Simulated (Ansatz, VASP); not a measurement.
**Two plane-wave programs on LiInC3**

```
CELL_PARAMETERS angstrom
2.83774 -2.87436 0.00000
2.83774 2.87436 0.00000
0.00000 0.00000 4.03234
ATOMIC_POSITIONS crystal
Li 0.00000 0.00000 0.50000
In 0.50000 0.50000 0.00000
C 0.50000 0.50000 0.50000
C 0.50000 0.00000 0.00000
C 0.00000 0.50000 0.00000
```

Change from the starting cell: species swapped into the KHgF3 type (Cmmm, No. 65).

Alike in both runs: task relaxation of cell and atoms; functional PBE; k mesh 4 × 4 × 4; occupations gaussian, width 0.1 eV; no spin polarisation.

|  | VASP | Ansatz |
| --- | --- | --- |
| version | VASP 6.6.1 | Ansatz 0.2.0 |
| potentials or method | VASP PAW PBE potentials, release 64 (Li_sv, In_d, C), cutoff 600 eV | scalar-relativistic, plane waves, PAW |
| valence electrons in the cell | 28 | 28 |

VASP gave:

| Quantity | Value |
| --- | --- |
| gap on the k mesh at the Fermi level, each at its own relaxed structure (eV) | none |
| relaxed volume (Å³/atom) | 14.28 |
| relaxed cell length with the largest relative difference (Å) | 4.577 |

What did Ansatz give for the same quantities?

gap on the k mesh at the Fermi level, each at its own relaxed structure (eV): none; relaxed volume (Å³/atom): 14.40; relaxed cell length with the largest relative difference (Å): 5.410.

A gap of «none» marks a metal or a gap that the smearing closes. One of these differences is far larger than is usual between the two programs; its cause wasn't traced.

The k mesh is coarse, so the values compare programs but aren't converged. Noted on VASP's run: the cutoff is short for stress, so the pressure is rough.
